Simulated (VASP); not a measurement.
Write the native input for VASP 6.6.1 that does the following.

| Item | Value |
| --- | --- |
| Task | single point |
| Functional | r2SCAN |
| Potentials or basis | VASP PAW PBE potentials, release 64 (Al, N) |
| Cutoff | 520 eV |
| k mesh | 10 × 10 × 10 |
| Occupations | gaussian, width 0.05 eV |
| Spin | no spin polarisation |
| Dipole correction | no |
| Further INCAR settings | ALGO = Normal; EDIFF = 1e-07; NBANDS = 11 |

AlN:

```xyz
2
Lattice="-0.2306 2.0750 2.0750 2.0750 -0.2306 2.0750 2.0750 2.0750 -0.2306" Properties=species:S:1:pos:R:3 pbc="T T T"
Al    0.0000    0.0000    0.0000
N     2.9396    2.9396    2.9396
```

This cell differs from its parent crystal: ratio of the length along [111] to the lengths across it x 0.85, volume and fractional coordinates fixed.

These files were run (other wordings do the same):

POSCAR

```
AlN
1.0
   -0.2305570348      2.0750133135      2.0750133135
    2.0750133135     -0.2305570348      2.0750133135
    2.0750133135      2.0750133135     -0.2305570348
Al N
1 1
Direct
    0.0000000000      0.0000000000      0.0000000000
    0.7500000000      0.7500000000      0.7500000000
```

INCAR.step1

```
SYSTEM = AlN
ALGO = Normal
EDIFF = 1E-4
ENCUT = 520
GGA = PE
ISMEAR = 0
LASPH = .True.
LCHARG = .False.
LREAL = .False.
LWAVE = .True.
NBANDS = 11
NELM = 80
PREC = Accurate
SIGMA = 0.05
```

INCAR.step2

```
SYSTEM = AlN
ALGO = Normal
EDIFF = 1E-7
ENCUT = 520
ISIF = 2
ISMEAR = 0
ISTART = 1
LASPH = .True.
LCHARG = .False.
LMIXTAU = .True.
LREAL = .False.
LWAVE = .False.
METAGGA = R2SCAN
NBANDS = 11
NELM = 80
PREC = Accurate
SIGMA = 0.05
```

KPOINTS

```
k-points
0
Gamma
  10 10 10
  0 0 0
```

Potentials or basis: VASP PAW PBE potentials, release 64 (Al, N).

The run is started by

```sh
$ cat potpaw_PBE.64/Al/POTCAR potpaw_PBE.64/N/POTCAR > POTCAR
$ cp INCAR.step1 INCAR
$ mpirun -np 1 vasp_std > vasp.out
$ cp INCAR.step2 INCAR
$ mpirun -np 1 vasp_std > vasp.out
```

Results of the run:

The pressure is 8.2 GPa and the largest force is 3.299 eV/Å. The band gap on the k mesh is 3.27 eV, indirect (least direct gap 3.97 eV).

Caveat: the PAW data sets were made with another functional, which shifts forces and pressure a little.

Wall time 110 s on 1 thread of Intel Xeon 8259CL (shared host), peak memory 0.15 GiB.
